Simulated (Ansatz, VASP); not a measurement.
Ru2Rh: VASP beside Ansatz

```
CELL_PARAMETERS angstrom
2.72074 0.00000 0.00000
-1.36037 2.35623 0.00000
0.00000 0.00000 20.29610
ATOMIC_POSITIONS crystal
Rh 0.00000 0.00000 0.39808
Ru 0.33333 0.66667 0.50000
Ru 0.00000 0.00000 0.60192
```

Alike in both runs: task single point; functional PBE; k mesh 14 × 14 × 1; occupations fermi-dirac, width 0.08 eV; no spin polarisation.

```csv
,VASP,Ansatz
version,VASP 6.6.1,Ansatz 0.2.0
potentials or method,"VASP PAW PBE potentials, release 64 (Rh_pv, Ru_pv)","PAW with Ansatz's default frozen-core files, scalar-relativistic"
plane-wave cutoff (eV),520,420
valence electrons in the cell,43,49
```

|  | VASP | Ansatz | Ansatz less VASP |
| --- | --- | --- | --- |
| rms of the force components (eV/Å) | 0.354 | 0.354 | +0.0008 |

Atom by atom the forces differ by 0.005 eV/Å (rms over components). With one functional, cell and mesh, what is left measures potentials, basis and numerics. VASP's potentials hold 43 valence electrons a cell and Ansatz's 49, so a difference there can come from the potentials and not from the codes.
